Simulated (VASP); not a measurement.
# MgO (Cmcm) in VASP: further runs

The runs below take MgO through single point, with PBEsol.

Everything below comes from runs of VASP 6.6.1. Logs are shortened: lines on timing, memory, paths and dates and some standing lists are left out, and cuts for length are marked.

**1. The cell of the first run**

Symmetry: Cmcm, No. 63, orthorhombic system. The conventional cell has a = 3.454 Å, b = 5.983 Å, c = 4.292 Å, α = 90.00°, β = 90.00°, γ = 90.00°. Within 2.6 Å of Mg (site symmetry m2m) lie 5 O at 1.98 to 2.15 Å. Within 2.6 Å of O (site symmetry m2m) lie 5 Mg at 1.98 to 2.15 Å.

**2. Single point, PBEsol (mode 5 frozen in at -0.073 Å, strain +e along z and -e/2 along x and y +0.0233)**

Input file INCAR:

```
SYSTEM = MgO
PREC     = Accurate       ! precision mode
ENCUT    = 520            ! plane-wave cutoff, eV
EDIFF    = 1E-6           ! SCF threshold, eV
ISMEAR   = 0              ! smearing method
SIGMA    = 0.05           ! smearing width, eV
LREAL    = .FALSE.        ! projectors in reciprocal space
LASPH    = .TRUE.         ! aspherical terms in the spheres
NELM     = 80             ! most SCF steps
ALGO     = Normal         ! electronic algorithm
ISIF     = 2              ! what is computed and relaxed
LWAVE    = .FALSE.        ! write WAVECAR
LCHARG   = .TRUE.         ! write CHGCAR
GGA      = PS             ! functional
LELF     = .TRUE.         ! ELF
LVHAR    = .TRUE.       
NBANDS   = 16             ! bands
```

Input file KPOINTS:

```
Automatic mesh
0
G
  9 9 6
  0 0 0
```

Input file POSCAR:

```
MgO
1.0
    3.4540523579      0.0000000000      0.0000000000
   -1.7270261790      2.9912970879      0.0000000000
    0.0000000000      0.0000000000      4.2924500482
Mg O
2 2
Direct
    0.6545737154      0.3091474307      0.7500000000
    0.3454262846      0.6908525693      0.2500000000
    0.6755705704      0.3511411408      0.2500000000
    0.3244294296      0.6488588592      0.7500000000
```

Potentials or basis: VASP PAW PBE potentials, release 64 (Mg, O).

Command:

```
cat potpaw_PBE.64/Mg/POTCAR potpaw_PBE.64/O/POTCAR > POTCAR
mpirun -np 1 vasp_std > vasp.out
```

OUTCAR:

```text
SYSTEM = MgO
   PREC = Accurate
   ENCUT = 520
   EDIFF = 1E-6
   ISMEAR = 0
   LREAL = .FALSE.
   LASPH = .TRUE.
   NELM = 80
   ISIF = 2
   GGA = PS

 ion  position               nearest neighbor table
   1  0.655  0.309  0.750-   4 1.98   4 2.00   4 2.00   3 2.15   3 2.15   2 2.83   2 2.83   2 2.98
                             2 2.98   2 2.98   2 2.98
   2  0.345  0.691  0.250-   3 1.98   3 2.00   3 2.00   4 2.15   4 2.15   1 2.83   1 2.83   1 2.98
                             1 2.98   1 2.98   1 2.98
   3  0.676  0.351  0.250-   2 1.98   2 2.00   2 2.00   1 2.15   1 2.15
   4  0.324  0.649  0.750-   1 1.98   1 2.00   1 2.00   2 2.15   2 2.15

  LATTYP: Found a hexagonal cell.
 ALAT       =     3.4540523579
 C/A-ratio  =     1.2427287150

  Lattice vectors:

 A1 = (   3.4540523579,   0.0000000000,   0.0000000000)
 A2 = (  -1.7270261790,   2.9912970879,   0.0000000000)
 A3 = (   0.0000000000,   0.0000000000,   4.2924500482)

Analysis of symmetry for initial positions (statically):
=====================================================================
 Subroutine PRICEL returns:
 Original cell was already a primitive cell.

 Routine SETGRP: Setting up the symmetry group for a
 hexagonal supercell.

 Subroutine GETGRP returns: Found  8 space group operations
 (whereof  4 operations were pure point group operations)
 out of a pool of 24 trial point group operations.

The static configuration has the point symmetry C_2h.
 The point group associated with its full space group is D_2h.

Analysis of symmetry for dynamics (positions and initial velocities):
=====================================================================
 Subroutine PRICEL returns:
 Original cell was already a primitive cell.

 Routine SETGRP: Setting up the symmetry group for a
 hexagonal supercell.

 Subroutine GETGRP returns: Found  8 space group operations
 (whereof  4 operations were pure point group operations)
 out of a pool of 24 trial point group operations.

The dynamic configuration has the point symmetry C_2h.
 The point group associated with its full space group is D_2h.

 Subroutine INISYM returns: Found  8 space group operations
 (whereof  4 operations are pure point group operations),
 and found     1 'primitive' translations

----------------------------------------------------------------------------------------

                                     Primitive cell

  volume of cell :      44.3500

  direct lattice vectors                    reciprocal lattice vectors
     3.454052358  0.000000000  0.000000000     0.289515009  0.167151568  0.000000000
    -1.727026179  2.991297088  0.000000000     0.000000000  0.334303137  0.000000000
     0.000000000  0.000000000  4.292450048     0.000000000  0.000000000  0.232967184

  length of vectors
     3.454052358  3.454052358  4.292450048     0.334303137  0.334303137  0.232967184

  position of ions in fractional coordinates (direct lattice)
     0.654573715  0.309147431  0.750000000
     0.345426285  0.690852569  0.250000000
     0.675570570  0.351141141  0.250000000
     0.324429430  0.648858859  0.750000000

  ion indices of the primitive-cell ions
   primitive index   ion index
                 1           1
                 2           2
                 3           3
                 4           4

----------------------------------------------------------------------------------------

 KPOINTS: Automatic mesh

Automatic generation of k-mesh.
 Grid dimensions read from file:
 generate k-points for:    9    9    6

 Generating k-lattice:

  Cartesian coordinates                     Fractional coordinates (reciprocal lattice)
     0.032168334  0.018572396  0.000000000     0.111111111  0.000000000  0.000000000
     0.000000000  0.037144793  0.000000000     0.000000000  0.111111111  0.000000000
     0.000000000  0.000000000  0.038827864     0.000000000  0.000000000  0.166666667

  Length of vectors
     0.037144793  0.037144793  0.038827864

  Shift w.r.t. Gamma in fractional coordinates (k-lattice)
     0.000000000  0.000000000  0.000000000

 Subroutine IBZKPT returns following result:
 ===========================================

 Found    100 irreducible k-points:

 Following reciprocal coordinates:
            Coordinates               Weight
  0.000000  0.000000  0.000000      1.000000
  0.111111  0.000000  0.000000      4.000000
  0.000000  0.111111  0.000000      2.000000
  0.222222  0.000000  0.000000      4.000000
  0.000000  0.222222  0.000000      2.000000
  0.333333 -0.000000  0.000000      4.000000
[... 16 lines left out ...]
 -0.222222 -0.444444  0.000000      4.000000
  0.444444  0.333333  0.000000      4.000000
 [... further k-points ...]
   k-points           NKPTS =    100   k-points in BZ     NKDIM =    100   number of bands    NBANDS=     16
   number of dos      NEDOS =    301   number of ions     NIONS =      4
   total plane-waves  NPLWV =  25088
   dimension x,y,z NGX =    28 NGY =   28 NGZ =   32
   dimension x,y,z NGXF=    56 NGYF=   56 NGZF=   64
   ions per type =               2   2
   NGX,Y,Z   is equivalent  to a cutoff of  13.48, 13.48, 12.39 a.u.
   NGXF,Y,Z  is equivalent  to a cutoff of  26.95, 26.95, 24.79 a.u.
 SYSTEM =  MgO
   PREC   = accura    normal or accurate (medium, high low for compatibility)
   ISTART =      0    job   : 0-new  1-cont  2-samecut
   ICHARG =      2    charge: 1-file 2-atom 10-const
   ISPIN  =      1    spin polarized calculation?
   LNONCOLLINEAR =      F non collinear calculations
   LSORBIT =      F    spin-orbit coupling
   LASPH  =      T    aspherical Exc in radial PAW
   ENCUT  =  520.0 eV  38.22 Ry    6.18 a.u.   6.42  6.42  7.98*2*pi/ulx,y,z
   NELM   =     80;   NELMIN=  2; NELMDL= -5     # of ELM steps
   EDIFF  = 0.1E-05   stopping-criterion for ELM
   LREAL  =      F    real-space projection
   EDIFFG = 0.1E-04   stopping-criterion for IOM
   NSW    =      0    number of steps for IOM
   IBRION =     -1    ionic relax: 0-MD 1-quasi-New 2-CG
   NFREE  =      0    steps in history (QN), initial steepest desc. (CG)
   ISIF   =      2    stress and relaxation
   ISYM   =      2    0-nonsym 1-usesym 2-fastsym
   POTIM  = 0.5000    time-step for ionic-motion
   TEBEG  =    0.0;   TEEND  =   0.0 temperature during run
   PSTRESS=    0.0 pullay stress
   NELECT =      16.0000    total number of electrons
   NUPDOWN=      -1.0000    fix difference up-down
   EMIN   =  10.00;   EMAX   =-10.00  energy-range for DOS
   EFERMI =   0.00;   METHOD = LEGACY
   ISMEAR =     0;   SIGMA  =   0.05  broadening in eV -4-tet -1-fermi 0-gaus
   EFERMI_NEDOS =   21; number of points for ismear=-14 and -15
   IALGO  =     38    algorithm
   IMIX   =      4    mixing-type and parameters
     AMIX     =   0.40;   BMIX     =  1.00
     AMIX_MAG =   1.60;   BMIX_MAG =  1.00
  volume/ion in A,a.u.               =      11.09        74.82
  Fermi-wavevector in a.u.,A,eV,Ry     =   1.165423  2.202330 18.479580  1.358211
  Thomas-Fermi vector in A             =   2.301949
   LORBIT       =      0    0 simple, 1 ext, 2 COOP (PROOUT), +10 PAW based schemes
   GGA     = PS    functional components
   LHFCALC =     F    Hartree Fock is set to
   AEXX    =    0.0000 exact exchange contribution
   IVDW    =     0    specifies the selected vdW correction
   LEPSILON=     F    determine dielectric tensor
   LRPA    =     F    only Hartree local field effects (RPA)
 non-spin polarized calculation
 Gauss-broadening in eV      SIGMA  =   0.05
  energy-cutoff  :      520.00
  volume of cell :       44.35
 maximum number of plane-waves:      1207
 NGX is ok and might be reduce to    28
   NGX = 13   NGY = 13   NGZ = 15

 number of electron      15.9999994 magnetization

 Free energy of the ion-electron system (eV)
  ---------------------------------------------------
  ext. energy  EPLUGINS =         0.00000000
  ---------------------------------------------------
  free energy    TOTEN  =       -24.68707959 eV

  energy without entropy =      -24.68707959  energy(sigma->0) =      -24.68707959

 E-fermi :   2.1740     XC(G=0): -10.2856

 val. band max:        1.9027739503   @ k =   0.0000   0.0000   0.0000
 cond. band min:       5.0982956950   @ k =   0.0000   0.0000   0.0000
 fundamental gap:      3.1955217447
 Fermi energy:         2.1740173523

 k-point     1 :       0.0000    0.0000    0.0000
  band No.  band energies     occupation
      1     -14.9814      2.00000
      2     -13.6308      2.00000
      3      -1.8853      2.00000
      4       0.1253      2.00000
      5       0.2018      2.00000
      6       0.8777      2.00000
[... 8 lines left out ...]
     15      17.2715      0.00000
     16      17.6227      0.00000

 k-point     2 :       0.1111    0.0000    0.0000
  band No.  band energies     occupation
      1     -14.9180      2.00000
      2     -13.6374      2.00000
      3      -1.7819      2.00000
      4      -0.0648      2.00000
      5       0.0888      2.00000
      6       0.6965      2.00000
[... 8 lines left out ...]
     15      16.7870      0.00000
     16      17.0553      0.00000

 k-point     3 :       0.0000    0.1111    0.0000
  band No.  band energies     occupation
      1     -14.9202      2.00000
      2     -13.6332      2.00000
      3      -1.7868      2.00000
      4      -0.0462      2.00000
      5       0.0433      2.00000
      6       0.5990      2.00000
[... 8 lines left out ...]
     15      16.9015      0.00000
     16      16.9052      0.00000

 k-point     4 :       0.2222    0.0000    0.0000
  band No.  band energies     occupation
      1     -14.7428      2.00000
      2     -13.6666      2.00000
      3      -1.4841      2.00000
      4      -0.6394      2.00000
      5      -0.1241      2.00000
      6       0.2291      2.00000
[... 8 lines left out ...]
     15      15.8831      0.00000
     16      16.3604      0.00000
[... 324 lines left out ...]
 k-point    22 :       0.3333    0.2222    0.0000
  band No.  band energies     occupation
      1     -14.1886      2.00000
      2     -13.8833      2.00000
      3      -1.7247      2.00000
      4      -0.5743      2.00000
      5      -0.3717      2.00000
      6      -0.1821      2.00000
[... 8 lines left out ...]
     15      16.0675      0.00000
     16      16.9262      0.00000

 k-point    23 :      -0.2222   -0.4444    0.0000
  band No.  band energies     occupation
      1     -14.2245      2.00000
      2     -13.8410      2.00000
      3      -1.7970      2.00000
      4      -0.5649      2.00000
      5      -0.4564      2.00000
      6      -0.1458      2.00000
[... 8 lines left out ...]
     15      16.3248      0.00000
     16      16.6400      0.00000

 k-point    24 :       0.4444    0.3333    0.0000
  band No.  band energies     occupation
      1     -14.1590      2.00000
      2     -13.9171      2.00000
      3      -1.6884      2.00000
      4      -0.5358      2.00000
      5      -0.3028      2.00000
      6      -0.2354      2.00000
[... 8 lines left out ...]
     15      15.8653      0.00000
     16      16.9705      0.00000

 [... further k-points ...]
[... 5 lines left out ...]
  --------------------------------------------------------------------------------------
  -------------------------------------------------------------------------------------
  Total        0.2497455      0.6131305     -1.0120111     -0.0000000      0.0000000      0.0000000
  in kB        9.0222417     22.1498005    -36.5596593     -0.0000000      0.0000000      0.0000000
  external PRESSURE =      -1.7958724 kB  Pullay stress =       0.0000000 kB

 VOLUME and BASIS-vectors are now :
 -----------------------------------------------------------------------------
  energy-cutoff  :      520.00
  volume of cell :       44.35
      direct lattice vectors                 reciprocal lattice vectors
     3.454052358  0.000000000  0.000000000     0.289515009  0.167151568  0.000000000
    -1.727026179  2.991297088  0.000000000     0.000000000  0.334303137  0.000000000
     0.000000000  0.000000000  4.292450048     0.000000000  0.000000000  0.232967184

 POSITION                                       TOTAL-FORCE (eV/Angst)
 -----------------------------------------------------------------------------------
      1.72703      0.92475      3.21934        -0.000000      0.590211     -0.000000
     -0.00000      2.06655      1.07311         0.000000     -0.590211     -0.000000
      1.72703      1.05037      1.07311         0.000000     -0.202779     -0.000000
     -0.00000      1.94093      3.21934        -0.000000      0.202779      0.000000
 -----------------------------------------------------------------------------------
    total drift:                               -0.000000      0.000000     -0.000000

  FREE ENERGIE OF THE ION-ELECTRON SYSTEM (eV)
  ---------------------------------------------------
  free  energy   TOTEN  =       -24.6870795941 eV

  energy  without entropy=      -24.6870795941  energy(sigma->0) =      -24.68707959
```

It took 24 s on 1 thread of Intel Xeon 6975P-C (Granite Rapids), shared host; peak memory 0.2 GiB.

What came out:

```yaml
Free_energy: -24.6871 eV
Pressure: -0.2 GPa
Largest_force: 0.590 eV/Å
Band_gap_on_the_k_mesh: 3.20 eV, direct
```

Forces on the atoms (eV/Å):
```
Mg   0.000  0.590  0.000
Mg   0.000 -0.590  0.000
O    0.000 -0.203  0.000
O    0.000  0.203  0.000
```

Caveat: the cell differs from its parent crystal (mode 5 frozen in at -0.073 Å, strain +e along z and -e/2 along x and y +0.0233); the PAW data sets were made with another functional, which shifts forces and pressure a little.

**3. Single point, PBEsol (mode 5 frozen in at -0.122 Å, strain +e along z and -e/2 along x and y +0.0233)**

Input file INCAR:

```
ALGO     = Normal         # electronic algorithm
EDIFF    = 1E-6           # SCF threshold, eV
ENCUT    = 520            # plane-wave cutoff, eV
GGA      = PS             # functional
ISIF     = 2              # what is computed and relaxed
ISMEAR   = 0              # smearing method
LASPH    = True           # aspherical terms in the spheres
LCHARG   = True           # write CHGCAR
LELF     = True           # ELF
LREAL    = False          # projectors in reciprocal space
LVHAR    = True         
LWAVE    = False          # write WAVECAR
NBANDS   = 16             # bands
NELM     = 100            # most SCF steps
PREC     = Accurate       # precision mode
SIGMA    = 0.05           # smearing width, eV
```

Input file KPOINTS:

```
k-points
0
Gamma
  9 9 6
```

Input file POSCAR:

```
MgO
1.0
    3.4540523579      0.0000000000      0.0000000000
   -1.7270261790      2.9912970879      0.0000000000
    0.0000000000      0.0000000000      4.2924500482
Mg O
2 2
Direct
    0.6465117478      0.2930234957      0.7500000000
    0.3534882522      0.7069765043      0.2500000000
    0.6815065062      0.3630130124      0.2500000000
    0.3184934938      0.6369869876      0.7500000000
```

Potentials or basis: VASP PAW PBE potentials, release 64 (Mg, O).

Command:

```
cat potpaw_PBE.64/Mg/POTCAR potpaw_PBE.64/O/POTCAR > POTCAR
mpirun -np 1 vasp_std > vasp.out
```

It took 25 s on 1 thread of Intel Xeon 6975P-C (Granite Rapids), shared host; peak memory 0.2 GiB.

It converged, with:

```
Free energy            : -24.5907 eV
Pressure               : 0.0 GPa
Largest force          : 1.027 eV/Å
Band gap on the k mesh : 3.14 eV, direct
```

Forces in eV/Å, atoms in the order of the input:
```
Mg   0.000  1.027  0.000
Mg   0.000 -1.027  0.000
O    0.000 -0.319  0.000
O    0.000  0.319  0.000
```

Stress tensor (GPa, compression positive):
```
 0.46  0.00  0.00
 0.00  2.18  0.00
 0.00  0.00 -2.78
```

Levels at points of the mesh, in eV from the valence-band top:
```
           k point  band 4  band 5  band 6  band 7  band 8  band 9  band 10  band 11  band 12  band 13
(0.00, 0.00, 0.00)   -1.82   -1.69   -1.13   -0.73    0.00    3.14     9.06    11.40    11.98    13.18
(0.00, 0.00, 0.50)   -2.48   -1.41   -1.41   -1.31   -1.31    6.15     6.15    12.77    12.77    12.87
```

Caveat: the cell differs from its parent crystal (mode 5 frozen in at -0.122 Å, strain +e along z and -e/2 along x and y +0.0233); the PAW data sets were made with another functional, which shifts forces and pressure a little.
